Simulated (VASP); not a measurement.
# In2GaP3 (P-4m2) in VASP: further runs

Runs on In2GaP3. Level: PBE. Tasks: relaxation of cell and atoms, single point.

Program: VASP 6.6.1. These are calculated values, not measurements. Logs are shortened: lines on timing, memory, paths and dates and some standing lists are left out, and cuts for length are marked.

**1. The cell of the first run**

It takes space group P-4m2 (No. 115, tetragonal). The conventional cell has a = 3.870 Å, b = 3.870 Å, c = 8.541 Å, α = 90.00°, β = 90.00°, γ = 90.00°. In (site symmetry 2mm) has 7 P at 2.92 to 3.02 Å and 2 Ga at 2.97 Å and 4 In at 3.87 Å within 3.9 Å. Ga (site symmetry -4m2) has 4 P at 2.74 Å and 4 In at 2.97 Å within 3.6 Å. P (site symmetry -4m2) has 4 Ga at 2.74 Å and 4 In at 2.97 Å within 3.6 Å. P (site symmetry 2mm) has 5 In at 2.92 to 3.02 Å and 10 P at 3.38 to 3.87 Å and 2 Ga at 3.80 Å within 3.9 Å.

The cell was built from a structure type or drawn by symmetry, and may not be a known phase.

**2. Relaxation of cell and atoms, PBE**

INCAR

```
SYSTEM = In2GaP3
PREC = Accurate
ENCUT = 600
EDIFF = 1E-6
ISMEAR = 0
SIGMA = 0.1
LREAL = .FALSE.
LASPH = .TRUE.
NELM = 80
ALGO = Normal
ISIF = 3
LWAVE = .FALSE.
LCHARG = .FALSE.
GGA = PE
IBRION = 2
NSW = 90
EDIFFG = -0.04
```

KPOINTS

```
Automatic mesh
0
G
  4 4 2
  0 0 0
```

POSCAR

```
In2GaP3
1.0
    3.8698354000      0.0000000000      0.0000000000
    0.0000000000      3.8698354000      0.0000000000
    0.0000000000      0.0000000000      8.5413524700
In Ga P
2 1 3
Direct
    0.0000000000      0.5000000000      0.7365000200
    0.5000000000      0.0000000000      0.2634999800
    0.0000000000      0.0000000000      0.0000000000
    0.5000000000      0.5000000000      0.0000000000
    0.0000000000      0.5000000000      0.3835000100
    0.5000000000      0.0000000000      0.6164999900
```

Potentials or basis: VASP PAW PBE potentials, release 64 (In_d, Ga_d, P).

Command:

```
$ cat potpaw_PBE.64/In_d/POTCAR potpaw_PBE.64/Ga_d/POTCAR potpaw_PBE.64/P/POTCAR > POTCAR
$ mpirun -np 1 vasp_std > vasp.out
```

OUTCAR:

```text
SYSTEM = In2GaP3
   PREC = Accurate
   ENCUT = 600
   EDIFF = 1E-6
   ISMEAR = 0
   LREAL = .FALSE.
   LASPH = .TRUE.
   NELM = 80
   ISIF = 3
   GGA = PE
   IBRION = 2
   NSW = 90
   EDIFFG = -0.04

 ion  position               nearest neighbor table
   1  0.000  0.500  0.737-   6 2.92   6 2.92   6 2.92   6 2.92   4 2.97   4 2.97   3 2.97   3 2.97
                             5 3.02
   2  0.500  0.000  0.263-   5 2.92   5 2.92   5 2.92   5 2.92   4 2.97   3 2.97   3 2.97   4 2.97
                             6 3.02
   3  0.000  0.000  0.000-   4 2.74   4 2.74   4 2.74   4 2.74   2 2.97   2 2.97   1 2.97   1 2.97

   4  0.500  0.500  0.000-   3 2.74   3 2.74   3 2.74   3 2.74   2 2.97   1 2.97   1 2.97   2 2.97

   5  0.000  0.500  0.384-   2 2.92   2 2.92   2 2.92   2 2.92   1 3.02
   6  0.500  0.000  0.616-   1 2.92   1 2.92   1 2.92   1 2.92   2 3.02

  LATTYP: Found a simple tetragonal cell.
 ALAT       =     3.8698354000
 C/A-ratio  =     2.2071616974

  Lattice vectors:

 A1 = (   3.8698354000,   0.0000000000,   0.0000000000)
 A2 = (   0.0000000000,   3.8698354000,   0.0000000000)
 A3 = (   0.0000000000,   0.0000000000,   8.5413524700)

Analysis of symmetry for initial positions (statically):
=====================================================================
 Subroutine PRICEL returns:
 Original cell was already a primitive cell.

 Routine SETGRP: Setting up the symmetry group for a
 simple tetragonal supercell.

 Subroutine GETGRP returns: Found  8 space group operations
 (whereof  8 operations were pure point group operations)
 out of a pool of 16 trial point group operations.

The static configuration has the point symmetry D_2d.

Analysis of symmetry for dynamics (positions and initial velocities):
=====================================================================
 Subroutine PRICEL returns:
 Original cell was already a primitive cell.

 Routine SETGRP: Setting up the symmetry group for a
 simple tetragonal supercell.

 Subroutine GETGRP returns: Found  8 space group operations
 (whereof  8 operations were pure point group operations)
 out of a pool of 16 trial point group operations.

The dynamic configuration has the point symmetry D_2d.

 Subroutine INISYM returns: Found  8 space group operations
 (whereof  8 operations are pure point group operations),
 and found     1 'primitive' translations

[... 92 lines left out ...]
   NSW    =     90    number of steps for IOM
   IBRION =      2    ionic relax: 0-MD 1-quasi-New 2-CG
   NFREE  =      1    steps in history (QN), initial steepest desc. (CG)
   ISIF   =      3    stress and relaxation
   ISYM   =      2    0-nonsym 1-usesym 2-fastsym
   POTIM  = 0.5000    time-step for ionic-motion
   TEBEG  =    0.0;   TEEND  =   0.0 temperature during run
   PSTRESS=    0.0 pullay stress
   NELECT =      54.0000    total number of electrons
   NUPDOWN=      -1.0000    fix difference up-down
   EMIN   =  10.00;   EMAX   =-10.00  energy-range for DOS
   EFERMI =   0.00;   METHOD = LEGACY
   ISMEAR =     0;   SIGMA  =   0.10  broadening in eV -4-tet -1-fermi 0-gaus
   EFERMI_NEDOS =   21; number of points for ismear=-14 and -15
   IALGO  =     38    algorithm
   IMIX   =      4    mixing-type and parameters
     AMIX     =   0.40;   BMIX     =  1.00
     AMIX_MAG =   1.60;   BMIX_MAG =  1.00
  volume/ion in A,a.u.               =      21.32       143.87
  Fermi-wavevector in a.u.,A,eV,Ry     =   1.228105  2.320782 20.520881  1.508242
  Thomas-Fermi vector in A             =   2.363043
   LORBIT       =      0    0 simple, 1 ext, 2 COOP (PROOUT), +10 PAW based schemes
   GGA     = PE    functional components
   LHFCALC =     F    Hartree Fock is set to
   AEXX    =    0.0000 exact exchange contribution
   IVDW    =     0    specifies the selected vdW correction
   LEPSILON=     F    determine dielectric tensor
   LRPA    =     F    only Hartree local field effects (RPA)
 conjugate gradient relaxation of ions
 non-spin polarized calculation
 Gauss-broadening in eV      SIGMA  =   0.10
  energy-cutoff  :      600.00
  volume of cell :      127.91
 maximum number of plane-waves:      4282
 NGX is ok and might be reduce to    32
   NGX = 15   NGY = 15   NGZ = 35

--------------------------------------- Ionic step        1  -------------------------------------------

 number of electron      53.9999991 magnetization

 Free energy of the ion-electron system (eV)
  ---------------------------------------------------
  ext. energy  EPLUGINS =         0.00000000
  ---------------------------------------------------
  free energy    TOTEN  =       -21.45240255 eV

  energy without entropy =      -21.42650282  energy(sigma->0) =      -21.43945268

------------------------ aborting loop because EDIFF is reached ----------------------------------------

  FORCE on cell =-STRESS in cart. coord.  units (eV):
  Direction    XX          YY          ZZ          XY          YZ          ZX
  --------------------------------------------------------------------------------------
  -------------------------------------------------------------------------------------
  Total       -2.2399677     -2.2399677     -2.6530216      0.0000000      0.0000000      0.0000000
  in kB      -28.0569656    -28.0569656    -33.2307194      0.0000000      0.0000000      0.0000000
  external PRESSURE =     -29.7815502 kB  Pullay stress =       0.0000000 kB
[... 101 lines left out ...]
  FREE ENERGIE OF THE ION-ELECTRON SYSTEM (eV)
  ---------------------------------------------------
  free  energy   TOTEN  =       -21.6043089034 eV

  energy  without entropy=      -21.5786162192  energy(sigma->0) =      -21.59146256

[... ionic steps 4 to 45 ...]

--------------------------------------- Ionic step       46  -------------------------------------------

 number of electron      54.0000001 magnetization

------------------------ aborting loop because EDIFF is reached ----------------------------------------
[... 75 lines left out ...]
--------------------------------------- Ionic step       48  -------------------------------------------

 number of electron      54.0000004 magnetization

 Free energy of the ion-electron system (eV)
  ---------------------------------------------------
  ext. energy  EPLUGINS =         0.00000000
  ---------------------------------------------------
  free energy    TOTEN  =       -22.61884012 eV

  energy without entropy =      -22.60927805  energy(sigma->0) =      -22.61405909

 E-fermi :   7.4815     XC(G=0): -10.6559

 val. band max:        7.4001515197   @ k =   0.5000   0.2500   0.5000
 cond. band min:       7.5698465299   @ k =   0.0000   0.0000   0.0000
 fundamental gap:      0.1696950102
 Fermi energy:         7.4815098670

 k-point     1 :       0.0000    0.0000    0.0000
  band No.  band energies     occupation
      1      -7.4491      2.00000
      2      -7.3697      2.00000
      3      -7.2970      2.00000
      4      -7.2970      2.00000
      5      -7.2449      2.00000
      6      -7.2415      2.00000
[... 442 lines left out ...]
  FREE ENERGIE OF THE ION-ELECTRON SYSTEM (eV)
  ---------------------------------------------------
  free  energy   TOTEN  =       -22.6188401166 eV

  energy  without entropy=      -22.6092780542  energy(sigma->0) =      -22.61405909

 reached required accuracy - stopping structural energy minimisation
```

OSZICAR:

```text
N       E                     dE             d eps       ncg     rms          rms(c)
DAV:   1     0.478469852950E+03    0.47847E+03   -0.27773E+04   768   0.241E+03
DAV:   2     0.364864665981E+02   -0.44198E+03   -0.43535E+03   808   0.552E+02
DAV:   3    -0.191844361229E+02   -0.55671E+02   -0.54754E+02   928   0.186E+02
[... 487 lines left out ...]
DAV:   3    -0.226188604818E+02    0.14166E-03   -0.57115E-04  1176   0.300E-01    0.358E-02
DAV:   4    -0.226188491475E+02    0.11334E-04   -0.48891E-05   928   0.541E-02    0.219E-02
DAV:   5    -0.226188415173E+02    0.76302E-05   -0.54077E-06   904   0.369E-02    0.719E-03
DAV:   6    -0.226188401747E+02    0.13427E-05   -0.11550E-06   456   0.192E-02    0.157E-03
DAV:   7    -0.226188401166E+02    0.58071E-07   -0.50166E-07   432   0.959E-03
  48 F= -.22618840E+02 E0= -.22614059E+02  d E =-.391915E-03
```

CONTCAR:

```text
In2GaP3
   1.00000000000000
     3.8517506106639292    0.0000000000000000   -0.0000000000000000
    -0.0000000000000000    3.8517506106639297   -0.0000000000000000
     0.0000000000000000   -0.0000000000000000    8.0216542531332085
  In              Ga              P
     2     1     3
Direct
     0.0000000000000000    0.5000000000000000    0.6444559854240464
     0.5000000000000000    0.0000000000000000    0.3555440145759530
     0.0000000000000000    0.0000000000000000    0.0000000000000000
     0.5000000000000000    0.5000000000000000    0.0000000000000000
     0.0000000000000000    0.5000000000000000    0.2883091889510406
     0.5000000000000000    0.0000000000000000    0.7116908110489591

  0.00000000E+00  0.00000000E+00  0.00000000E+00
  0.00000000E+00  0.00000000E+00  0.00000000E+00
  0.00000000E+00  0.00000000E+00  0.00000000E+00
  0.00000000E+00  0.00000000E+00  0.00000000E+00
  0.00000000E+00  0.00000000E+00  0.00000000E+00
  0.00000000E+00  0.00000000E+00  0.00000000E+00
```

Wall time 43 min (1 thread of Intel Xeon 8259CL, shared host); peak memory 0.3 GiB.

Results:

* Free energy: -22.6188 eV
* Relaxed volume: 19.83 Å³/atom
* Relaxed cell: a = 3.852 Å, b = 3.852 Å, c = 8.022 Å, α = 90.00°, β = 90.00°, γ = 90.00°
* Space group after relaxing (to 0.1 Å): P-4m2 (No. 115)
* Energy gained by relaxing: 194.4 meV/atom
* Ionic steps: 48
* Pressure after relaxing: 0.0 GPa
* Largest force after relaxing: 0.035 eV/Å
* Band gap on the k mesh: zero (bands 27 and 28 overlap by 1.89 eV)

Forces on the atoms (eV/Å):
```
In   0.000  0.000  0.035
In   0.000  0.000 -0.035
Ga   0.000  0.000  0.000
P    0.000  0.000  0.000
P    0.000  0.000  0.000
P    0.000  0.000  0.000
```

Stress tensor (GPa, compression positive):
```
-0.05  0.00  0.00
 0.00 -0.05  0.00
 0.00  0.00  0.12
```

Step by step:
```csv
step,energy change (eV),largest force (eV/Å),pressure (GPa),volume (Å³)
1,0.0000,0.9090,-2.98,127.91
3,-0.1519,0.8936,1.15,118.10
5,-0.1496,0.8913,2.36,117.17
7,-0.3193,0.5054,3.37,116.22
9,-0.4176,0.5144,-0.85,124.35
11,-0.6196,0.2244,0.54,123.19
13,-0.6632,0.2716,0.18,125.96
15,-0.6751,0.3359,-0.67,129.32
17,-0.8282,0.3566,-0.79,130.49
19,-1.0220,0.0728,-2.37,130.60
21,-1.0452,0.1646,-1.34,127.50
23,-1.0680,0.0767,-0.02,125.08
25,-1.0727,0.0724,0.09,124.67
27,-1.0790,0.2545,-0.38,124.29
29,-1.1052,0.2873,0.29,122.00
31,-1.1237,0.2495,1.09,118.54
33,-1.1319,0.1953,0.64,118.56
35,-1.1343,0.1880,0.43,118.94
37,-1.1377,0.1697,-0.44,120.74
39,-1.1400,0.1714,-0.22,120.28
41,-1.1548,0.1332,0.07,119.59
43,-1.1642,0.0589,0.05,119.16
45,-1.1654,0.0591,-0.02,119.19
47,-1.1660,0.0504,0.12,118.84
48,-1.1664,0.0354,0.01,119.01
```

Final structure:
```xyz
6
Lattice="3.8518 0.0000 0.0000 0.0000 3.8518 0.0000 0.0000 0.0000 8.0217" Properties=species:S:1:pos:R:3 pbc="T T T"
In    0.0000    1.9259    5.1696
In    1.9259    0.0000    2.8521
Ga    0.0000    0.0000    0.0000
P     1.9259    1.9259    0.0000
P     0.0000    1.9259    2.3127
P     1.9259    0.0000    5.7089
```

Levels at points of the mesh, in eV from the Fermi level:
```csv
k point,band 23,band 24,band 25,band 26,band 27,band 28,band 29,band 30,band 31,band 32
"(0.00, 0.00, 0.00)",-2.50,-1.95,-1.58,-1.58,-0.94,-0.94,0.09,0.71,2.47,4.17
"(0.50, 0.00, 0.00)",-1.45,-1.24,-1.06,-0.79,0.38,0.40,1.29,1.61,2.60,3.49
"(0.50, 0.50, 0.00)",-4.59,-4.33,-4.29,-4.29,-3.42,0.28,0.53,0.53,3.08,3.31
"(0.00, 0.00, 0.50)",-2.36,-2.36,-1.96,-1.92,-0.31,-0.31,-0.09,1.13,2.56,3.88
"(0.50, 0.00, 0.50)",-3.15,-1.40,-0.75,0.21,0.41,1.36,2.12,2.30,2.59,2.99
"(0.50, 0.50, 0.50)",-5.31,-3.31,-2.69,-2.69,-2.30,-1.48,-1.48,-0.82,1.31,5.45
```

Caveat: the k points lie up to 0.41 Å⁻¹ apart in the final cell, too coarse for converged energies and pressures of a metal; spin-orbit coupling is left out, which moves the levels of the heavy elements.

**3. Single point, PBE**

This run uses another cell than the first one, of 20.24 Å³/atom.

INCAR

```
PREC = Accurate
ENCUT = 520
EDIFF = 1E-6
ISMEAR = 0
SIGMA = 0.1
LREAL = False
LASPH = True
NELM = 100
ALGO = Normal
ISIF = 2
LWAVE = False
LCHARG = False
GGA = PE
NBANDS = 36
```

KPOINTS

```
regular mesh
0
Gamma
  10 10 6
```

POSCAR

```
In2GaP3
1.0
    3.7783047628      0.0000000000      0.0000000000
    0.0000000000      3.7783047628      0.0000000000
    0.0000000000      0.0000000000      8.5061767785
In Ga P
2 1 3
Direct
    0.0000000000      0.5000000000      0.6391488087
    0.5000000000      0.0000000000      0.3608511913
    0.0000000000      0.0000000000      0.0000000000
    0.5000000000      0.5000000000      0.0000000000
    0.0000000000      0.5000000000      0.3020360828
    0.5000000000      0.0000000000      0.6979639172
```

Potentials or basis: VASP PAW PBE potentials, release 64 (In_d, Ga_d, P).

Command:

```
$ cat potpaw_PBE.64/In_d/POTCAR potpaw_PBE.64/Ga_d/POTCAR potpaw_PBE.64/P/POTCAR > POTCAR
$ mpirun -np 1 vasp_std > vasp.out
```

OUTCAR:

```text
PREC = Accurate
   ENCUT = 520
   EDIFF = 1E-6
   ISMEAR = 0
   LREAL = False
   LASPH = True
   NELM = 100
   ISIF = 2
   GGA = PE

 ion  position               nearest neighbor table
   1  0.000  0.500  0.639-   6 2.72   6 2.72   6 2.72   6 2.72   5 2.87   2 3.57   2 3.57   2 3.57
                             2 3.57
   2  0.500  0.000  0.361-   5 2.72   5 2.72   5 2.72   5 2.72   6 2.87   1 3.57   1 3.57   1 3.57
                             1 3.57
   3  0.000  0.000  0.000-   4 2.67   4 2.67   4 2.67   4 2.67
   4  0.500  0.500  0.000-   3 2.67   3 2.67   3 2.67   3 2.67
   5  0.000  0.500  0.302-   2 2.72   2 2.72   2 2.72   2 2.72   1 2.87
[... 1145 lines left out ...]
  Total       -0.0100196     -0.0100196     -0.0221653      0.0000000      0.0000000      0.0000000
  in kB       -0.1321997     -0.1321997     -0.2924532      0.0000000      0.0000000      0.0000000
  external PRESSURE =      -0.1856175 kB  Pullay stress =       0.0000000 kB

 VOLUME and BASIS-vectors are now :
 -----------------------------------------------------------------------------
  energy-cutoff  :      520.00
  volume of cell :      121.43
      direct lattice vectors                 reciprocal lattice vectors
     3.778304763  0.000000000  0.000000000     0.264668962  0.000000000  0.000000000
     0.000000000  3.778304763  0.000000000     0.000000000  0.264668962  0.000000000
     0.000000000  0.000000000  8.506176779     0.000000000  0.000000000  0.117561629

 POSITION                                       TOTAL-FORCE (eV/Angst)
 -----------------------------------------------------------------------------------
      0.00000      1.88915      5.43671        -0.000000      0.000000     -0.002618
      1.88915      0.00000      3.06946         0.000000      0.000000      0.002618
      0.00000      0.00000      0.00000         0.000000      0.000000      0.000000
      1.88915      1.88915      0.00000         0.000000      0.000000      0.000000
      0.00000      1.88915      2.56917         0.000000     -0.000000     -0.000578
      1.88915      0.00000      5.93700         0.000000     -0.000000      0.000578
 -----------------------------------------------------------------------------------
    total drift:                               -0.000000      0.000000      0.000000

  FREE ENERGIE OF THE ION-ELECTRON SYSTEM (eV)
  ---------------------------------------------------
  free  energy   TOTEN  =       -22.8119814512 eV

  energy  without entropy=      -22.8001353606  energy(sigma->0) =      -22.80605841
```

Wall time 5.8 min (1 thread of Intel Xeon 8259CL, shared host); peak memory 0.45 GiB.

What came out:

```yaml
Free_energy: -22.8120 eV
Pressure: 0.0 GPa
Band_gap_on_the_k_mesh: zero (bands 27 and 28 overlap by 2.38 eV)
```

Forces in eV/Å, atoms in the order of the input:
```
In   0.000  0.000 -0.003
In   0.000  0.000  0.003
Ga   0.000  0.000  0.000
P    0.000  0.000  0.000
P    0.000  0.000 -0.001
P    0.000  0.000  0.001
```

Levels at points of the mesh, in eV from the Fermi level:
```
           k point  band 25  band 26  band 27  band 28  band 29  band 30
(0.00, 0.00, 0.00)    -1.25    -1.25    -1.02    -1.02     0.27     0.96
(0.50, 0.00, 0.00)    -0.72    -0.20     0.39     0.53     2.16     2.27
(0.50, 0.50, 0.00)    -3.96    -3.96    -3.66    -0.03     0.11     0.11
(0.00, 0.00, 0.50)    -1.53    -1.44    -0.46    -0.46    -0.19     1.25
(0.50, 0.00, 0.50)    -0.17     0.42     0.66     2.12     2.49     2.68
(0.50, 0.50, 0.50)    -2.90    -2.90    -2.72    -1.20    -1.20    -0.74
```

Caveat: spin-orbit coupling is left out, which moves the levels of the heavy elements.
